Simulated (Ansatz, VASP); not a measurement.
## One calculation of Cd3Te2S, two programs

```xyz
6
Lattice="7.5250 0.0000 0.0000 -3.7625 6.5168 0.0000 0.0000 0.0000 4.0164" Properties=species:S:1:pos:R:3 pbc="T T T"
Cd    3.7625    0.0000    2.0082
Cd   -1.8812    3.2584    2.0082
Cd    1.8812    3.2584    2.0082
Te    0.0000    4.3445    0.0000
Te    3.7625    2.1723    0.0000
S     0.0000    0.0000    0.0000
```

Change from the starting cell: species swapped into the NdAl2Pt3 type (P6/mmm, No. 191).

Alike in both runs: task relaxation of cell and atoms; functional PBE; k mesh 6 × 6 × 10; occupations gaussian, width 0.1 eV; no spin polarisation.

|  | VASP | Ansatz |
| --- | --- | --- |
| version | VASP 6.6.1 | Ansatz 0.2.0 |
| potentials or method | VASP PAW PBE potentials, release 64 (Cd, Te, S), cutoff 600 eV | scalar-relativistic, plane waves, PAW |
| valence electrons in the cell | 54 | 98 |

Ansatz gave:

```
gap on the k mesh at the Fermi level, each at its own relaxed structure (eV) : none
relaxed volume (Å³/atom)                                                     : 32.80
relaxed cell length with the largest relative difference (Å)                 : 4.003
```

**Question.** What did VASP give for the same quantities?

**Answer.** gap on the k mesh at the Fermi level, each at its own relaxed structure (eV): none; relaxed volume (Å³/atom): 32.88; relaxed cell length with the largest relative difference (Å): 4.010.

A gap of «none» marks a metal or a gap that the smearing closes. VASP's potentials hold 54 valence electrons a cell and Ansatz's 98, so a difference there can come from the potentials and not from the codes.

Neither program's run includes spin-orbit coupling.
